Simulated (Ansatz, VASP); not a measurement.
# One calculation of K3Zr2S, two programs

```xyz
6
Lattice="6.4676 0.0000 0.0000 -3.2338 5.6011 0.0000 0.0000 0.0000 4.2821" Properties=species:S:1:pos:R:3 pbc="T T T"
K     3.2338    0.0000    2.1410
K    -1.6169    2.8005    2.1410
K     1.6169    2.8005    2.1410
Zr    3.2338    1.8670    0.0000
Zr    0.0000    3.7340    0.0000
S     0.0000    0.0000    0.0000
```

Change from the starting cell: species swapped into the CeSi2Ir3 type (P6/mmm, No. 191).

Alike in both runs: task relaxation of cell and atoms; functional PBE; k mesh 3 × 3 × 4; occupations gaussian, width 0.1 eV; no spin polarisation.

```csv
,VASP,Ansatz
version,VASP 6.6.1,Ansatz 0.2.0
potentials or method,"VASP PAW PBE potentials, release 64 (K_sv, Zr_sv, S), cutoff 600 eV","scalar-relativistic, plane waves, PAW"
valence electrons in the cell,57,57
```

|  | VASP | Ansatz | Ansatz less VASP |
| --- | --- | --- | --- |
| gap on the k mesh at the Fermi level, each at its own relaxed structure (eV) | none | none | - |
| relaxed volume (Å³/atom) | 31.77 | 31.78 | +0.012 |
| relaxed length of the cell vector where the two differ most in proportion (Å) | 6.592 | 6.609 | +0.0170 |

A gap of «none» marks a metal or a gap that the smearing closes.

The k mesh is coarse, so the values compare programs but aren't converged. Noted on VASP's run: the volume moved by over 15 % at a fixed basis, so the end points are rough.
